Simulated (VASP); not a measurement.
Here is a VASP 6.6.1 calculation.

The input INCAR:

```
PREC = Accurate ; ENCUT = 520
EDIFF = 1E-7 ; ISMEAR = 0
SIGMA = 0.1 ; LREAL = False
LASPH = True ; NELM = 60
ALGO = Normal ; ISIF = 2
LWAVE = False ; LCHARG = True
GGA = PE ; LELF = True
LVHAR = True ; NBANDS = 32
```

File KPOINTS:

```
Automatic mesh
0
Gamma
  3 3 4
```

The input POSCAR:

```
Al4Ir
1.0
    7.6510897091     -0.0000000037      0.0000000000
   -3.8255448513      6.6260380565      0.0000000000
    0.0000000000      0.0000000000      5.2634008771
Al Ir
8 2
Direct
    0.5000169524      0.4999830476      0.5662634031
    0.5000169524      0.0000339048      0.5662634031
    0.9999660952      0.4999830476      0.5662634031
    0.4999830476      0.5000169524      0.0662634031
    0.4999830476      0.9999660952      0.0662634031
    0.0000339048      0.5000169524      0.0662634031
    0.3333333333      0.6666666667      0.8163550191
    0.6666666667      0.3333333333      0.3163550191
    0.3333333333      0.6666666667      0.3162895717
    0.6666666667      0.3333333333      0.8162895717
```

Potentials or basis: VASP PAW PBE potentials, release 64 (Al, Ir).

Run with:

```sh
$ cat potpaw_PBE.64/Al/POTCAR potpaw_PBE.64/Ir/POTCAR > POTCAR
$ mpirun -np 1 vasp_std > vasp.out
```

Predict the largest force.

0.008 eV/Å.

Estimate the band gap on the k mesh.

zero (band 21 reaches 3.82 eV, above the bottom of band 22 at 3.11 eV).

What does it give for the pressure?

0.0 GPa.

Forces in eV/Å, atoms in the order of the input:
```
Al  -0.004  0.002  0.002
Al   0.000 -0.004  0.002
Al   0.004  0.002  0.002
Al   0.004 -0.002  0.002
Al   0.000  0.004  0.002
Al  -0.004 -0.002  0.002
Al   0.000  0.000 -0.008
Al   0.000  0.000 -0.008
Ir   0.000  0.000  0.002
Ir   0.000  0.000  0.002
```

Caveat: spin-orbit coupling is left out, which moves the levels of the heavy elements.
